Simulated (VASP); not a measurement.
# SnO2 (Pbcn) in VASP: notebook, part 3 of 3

VASP 6.6.1.

### 4 Single point, LDA

This run uses another cell than the first one, of 11.34 Å³/atom.

INCAR reads:

```
SYSTEM = SnO2
  PREC = Accurate
  ENCUT = 520
  EDIFF = 1E-6
  ISMEAR = 0
  SIGMA = 0.02
  LREAL = .FALSE.
  LASPH = .TRUE.
  NELM = 100
  ALGO = Normal
  ISIF = 2
  LWAVE = .FALSE.
  LCHARG = .TRUE.
  GGA = CA
  LELF = .TRUE.
  LVHAR = .TRUE.
  NBANDS = 64
```

KPOINTS reads:

```
Automatic mesh
0
G
  6 6 6
  0 0 0
```

POSCAR reads:

```
SnO2
1.0
    4.6703909585      0.0000000000      0.0000000000
    0.0000000000      5.6412130389      0.0000000000
    0.0000000000      0.0000000000      5.1643295627
Sn O
4 8
Direct
    0.5000000000      0.6692271529      0.7500000000
    0.0000000000      0.8307728471      0.2500000000
    0.5000000000      0.3307728471      0.2500000000
    0.0000000000      0.1692271529      0.7500000000
    0.7328546264      0.6023662628      0.0764072113
    0.2328546264      0.8976337372      0.9235927887
    0.7671453736      0.8976337372      0.5764072113
    0.2671453736      0.6023662628      0.4235927887
    0.7328546264      0.3976337372      0.5764072113
    0.2328546264      0.1023662628      0.4235927887
    0.7671453736      0.1023662628      0.0764072113
    0.2671453736      0.3976337372      0.9235927887
```

Potentials or basis: VASP PAW LDA potentials, release 64 (Sn_d, O).

Run with:

```
> cat potpaw_LDA.64/Sn_d/POTCAR potpaw_LDA.64/O/POTCAR > POTCAR
> mpirun -np 1 vasp_std > vasp.out
```

OUTCAR:

```text
SYSTEM = SnO2
   PREC = Accurate
   ENCUT = 520
   EDIFF = 1E-6
   ISMEAR = 0
   LREAL = .FALSE.
   LASPH = .TRUE.
   NELM = 100
   ISIF = 2
   GGA = CA

 ion  position               nearest neighbor table
   1  0.500  0.669  0.750-   6 2.01   7 2.01   5 2.04   8 2.04   9 2.08  12 2.08   3 3.21   3 3.21
                             2 3.60   2 3.60   2 3.60   2 3.60   4 3.66   4 3.66   4 3.66   4 3.66
   2  0.000  0.831  0.250-   5 2.01   8 2.01   7 2.04   6 2.04  10 2.08  11 2.08   4 3.21   4 3.21
                             1 3.60   1 3.60   1 3.60   1 3.60   3 3.66   3 3.66   3 3.66   3 3.66
   3  0.500  0.331  0.250-  10 2.01  11 2.01   9 2.04  12 2.04   5 2.08   8 2.08   1 3.21   1 3.21
                             4 3.60   4 3.60   4 3.60   4 3.60   2 3.66   2 3.66   2 3.66   2 3.66
   4  0.000  0.169  0.750-   9 2.01  12 2.01  11 2.04  10 2.04   6 2.08   7 2.08   2 3.21   2 3.21
                             3 3.60   3 3.60   3 3.60   3 3.60   1 3.66   1 3.66   1 3.66   1 3.66
   5  0.733  0.602  0.076-   2 2.01   1 2.04   3 2.08
   6  0.233  0.898  0.924-   1 2.01   2 2.04   4 2.08
   7  0.767  0.898  0.576-   1 2.01   2 2.04   4 2.08
   8  0.267  0.602  0.424-   2 2.01   1 2.04   3 2.08
   9  0.733  0.398  0.576-   4 2.01   3 2.04   1 2.08
  10  0.233  0.102  0.424-   3 2.01   4 2.04   2 2.08
  11  0.767  0.102  0.076-   3 2.01   4 2.04   2 2.08
  12  0.267  0.398  0.924-   4 2.01   3 2.04   1 2.08

  LATTYP: Found a simple orthorhombic cell.
 ALAT       =     4.6703909585
 B/A-ratio  =     1.1057595839
 C/A-ratio  =     1.2078674117

  Lattice vectors:

 A1 = (  -4.6703909585,   0.0000000000,   0.0000000000)
 A2 = (   0.0000000000,   0.0000000000,   5.1643295627)
 A3 = (   0.0000000000,   5.6412130389,   0.0000000000)

Analysis of symmetry for initial positions (statically):
=====================================================================
 Subroutine PRICEL returns:
 Original cell was already a primitive cell.

 Routine SETGRP: Setting up the symmetry group for a
 simple orthorhombic supercell.

 Subroutine GETGRP returns: Found  8 space group operations
 (whereof  2 operations were pure point group operations)
[... 167 lines left out ...]
   LEPSILON=     F    determine dielectric tensor
   LRPA    =     F    only Hartree local field effects (RPA)
 non-spin polarized calculation
 Gauss-broadening in eV      SIGMA  =   0.02
  energy-cutoff  :      520.00
  volume of cell :      136.06
 maximum number of plane-waves:      3691
 NGX is ok and might be reduce to    36
   NGX = 17   NGY = 21   NGZ = 19

 number of electron     104.0000012 magnetization

 Free energy of the ion-electron system (eV)
  ---------------------------------------------------
  ext. energy  EPLUGINS =         0.00000000
  ---------------------------------------------------
  free energy    TOTEN  =       -84.33702009 eV

  energy without entropy =      -84.33702009  energy(sigma->0) =      -84.33702009

 E-fermi :   6.3180     XC(G=0): -12.1082

 val. band max:        6.1698318945   @ k =   0.0000   0.0000   0.0000
 cond. band min:       7.9591554036   @ k =   0.0000   0.0000   0.0000
 fundamental gap:      1.7893235091
 Fermi energy:         6.3179746168

 k-point     1 :       0.0000    0.0000    0.0000
  band No.  band energies     occupation
      1     -14.4232      2.00000
      2     -14.2934      2.00000
      3     -14.1981      2.00000
      4     -13.8554      2.00000
      5     -13.6887      2.00000
      6     -13.5216      2.00000
[... 1597 lines left out ...]
     63      17.2489      0.00000
     64      17.2550      0.00000

 [... further k-points ...]
[... 5 lines left out ...]
  --------------------------------------------------------------------------------------
  -------------------------------------------------------------------------------------
  Total        5.2245503      5.1787747      5.3499331      0.0000000      0.0000000      0.0000000
  in kB       61.5204933     60.9814737     62.9969102      0.0000000      0.0000000      0.0000000
  external PRESSURE =      61.8329591 kB  Pullay stress =       0.0000000 kB

 VOLUME and BASIS-vectors are now :
 -----------------------------------------------------------------------------
  energy-cutoff  :      520.00
  volume of cell :      136.06
      direct lattice vectors                 reciprocal lattice vectors
     4.670390958  0.000000000  0.000000000     0.214114837  0.000000000  0.000000000
     0.000000000  5.641213039  0.000000000     0.000000000  0.177266838  0.000000000
     0.000000000  0.000000000  5.164329563     0.000000000  0.000000000  0.193635977

 POSITION                                       TOTAL-FORCE (eV/Angst)
 -----------------------------------------------------------------------------------
      2.33520      3.77525      3.87325         0.000000      0.020639      0.000000
      0.00000      4.68657      1.29108         0.000000     -0.020639      0.000000
      2.33520      1.86596      1.29108        -0.000000     -0.020639      0.000000
      0.00000      0.95465      3.87325         0.000000      0.020639      0.000000
      3.42272      3.39808      0.39459         0.015300     -0.010274      0.003768
      1.08752      5.06374      4.76974         0.015300      0.010274     -0.003768
      3.58287      5.06374      2.97676        -0.015300      0.010274      0.003768
      1.24767      3.39808      2.18757        -0.015300     -0.010274     -0.003768
      3.42272      2.24314      2.97676         0.015300      0.010274      0.003768
      1.08752      0.57747      2.18757         0.015300     -0.010274     -0.003768
      3.58287      0.57747      0.39459        -0.015300     -0.010274      0.003768
      1.24767      2.24314      4.76974        -0.015300      0.010274     -0.003768
 -----------------------------------------------------------------------------------
    total drift:                               -0.000000     -0.000000      0.000000

  FREE ENERGIE OF THE ION-ELECTRON SYSTEM (eV)
  ---------------------------------------------------
  free  energy   TOTEN  =       -84.3370200918 eV

  energy  without entropy=      -84.3370200918  energy(sigma->0) =      -84.33702009
```

OSZICAR:

```text
N       E                     dE             d eps       ncg     rms          rms(c)
DAV:   1     0.159265631236E+04    0.15927E+04   -0.48381E+04  9536   0.263E+03
DAV:   2     0.250574930693E+03   -0.13421E+04   -0.12692E+04  8584   0.812E+02
DAV:   3    -0.688212616085E+02   -0.31940E+03   -0.31177E+03  8840   0.284E+02
DAV:   4    -0.959864854488E+02   -0.27165E+02   -0.26874E+02 10304   0.919E+01
DAV:   5    -0.967696155104E+02   -0.78313E+00   -0.78071E+00  9752   0.161E+01    0.226E+01
DAV:   6    -0.843507030656E+02    0.12419E+02   -0.41688E+01 13224   0.709E+01    0.848E+00
DAV:   7    -0.845197853644E+02   -0.16908E+00   -0.50688E+00  9232   0.933E+00    0.476E+00
DAV:   8    -0.843815742559E+02    0.13821E+00   -0.76091E-01 11704   0.658E+00    0.122E+00
DAV:   9    -0.843370406321E+02    0.44534E-01   -0.23232E-01 12296   0.524E+00    0.263E-01
DAV:  10    -0.843369360361E+02    0.10460E-03   -0.16887E-02 12248   0.965E-01    0.809E-02
DAV:  11    -0.843370206530E+02   -0.84617E-04   -0.11280E-03 11920   0.321E-01    0.248E-02
DAV:  12    -0.843370314868E+02   -0.10834E-04   -0.10943E-04 11056   0.790E-02    0.247E-02
DAV:  13    -0.843370193855E+02    0.12101E-04   -0.51459E-05 11864   0.760E-02    0.253E-03
DAV:  14    -0.843370200918E+02   -0.70630E-06   -0.73801E-06  8344   0.134E-02
   1 F= -.84337020E+02 E0= -.84337020E+02  d E =-.776507E-28
```

It took 4.9 min on 1 thread of Intel Xeon 6975P-C (Granite Rapids), shared host; peak memory 0.47 GiB.

What came out:

- Free energy: -84.3370 eV
- Pressure: 6.2 GPa
- Largest force: 0.021 eV/Å
- Band gap on the k mesh: 1.79 eV

Forces on the atoms (eV/Å):
```
Sn   0.000  0.021  0.000
Sn   0.000 -0.021  0.000
Sn   0.000 -0.021  0.000
Sn   0.000  0.021  0.000
O    0.015 -0.010  0.004
O    0.015  0.010 -0.004
O   -0.015  0.010  0.004
O   -0.015 -0.010 -0.004
O    0.015  0.010  0.004
O    0.015 -0.010 -0.004
O   -0.015 -0.010  0.004
O   -0.015  0.010 -0.004
```

Caveat: the cell stands under pressure; spin-orbit coupling is left out, which moves the levels of the heavy elements.

### 5 Overview

```csv
cell,gap on the mesh (eV),pressure (GPa),largest force (eV/Å)
"a = 4.794, b = 5.820, c = 5.297 Å, 12 atoms, atomic positions A",0.89,-9.3,0.02
"a = 4.623, b = 5.474, c = 5.049 Å, 12 atoms, atomic positions B",2.40,21.4,0.03
"a = 4.670, b = 5.641, c = 5.164 Å, 12 atoms, atomic positions C",1.79,6.2,0.02
```

Alike in all rows: task single point; level LDA; potentials or basis VASP PAW LDA potentials, release 64 (Sn_d, O); no spin polarisation; k mesh 6 × 6 × 6; cutoff (eV) 520; smearing gaussian 0.02 eV.

Caveats: spin-orbit coupling is left out, which moves the levels of the heavy elements; the cell stands under pressure (at least some runs); the cell stands under tension (at least some runs).

Total energies depend on the potentials used, so only differences within one code and one set of settings carry meaning.
